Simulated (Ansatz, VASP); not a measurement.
**Two plane-wave programs on Re**

```xyz
2
Lattice="2.7608 0.0000 0.0000 -1.3804 2.3909 0.0000 0.0000 0.0000 4.4582" Properties=species:S:1:pos:R:3 pbc="T T T"
Re    1.3804    0.7970    3.3436
Re    0.0000    1.5939    1.1145
```

Alike in both runs: functional SVWN5; k mesh 11 × 11 × 6; occupations fermi-dirac, width 0.05 eV; no spin polarisation.

|  | VASP | Ansatz |
| --- | --- | --- |
| version | VASP 6.6.1 | Ansatz 0.2.0 |
| potentials or method | VASP PAW PBE potentials, release 64 (Re) | Ansatz PAW |
| plane-wave cutoff (eV) | 520 | 420 |
| valence electrons in the cell | 14 | 30 |
| task | single point | band structure |

|  | VASP | Ansatz | Ansatz less VASP |
| --- | --- | --- | --- |
| gap on the k mesh at the Fermi level (eV) | none | none | - |
| pressure (GPa) | -10.2 | -10.3 | -0.16 |
| traceless stress, the component that is largest in VASP (GPa) | -0.32 | -0.25 | +0.070 |

VASP's potentials were made for PBE, not for SVWN5. A gap of «none» marks a metal or a gap that the smearing closes. With one functional, cell and mesh, what is left measures potentials, basis and numerics. VASP's potentials hold 14 valence electrons a cell and Ansatz's 30, so a difference there can come from the potentials and not from the codes.

Neither program's run includes spin-orbit coupling.
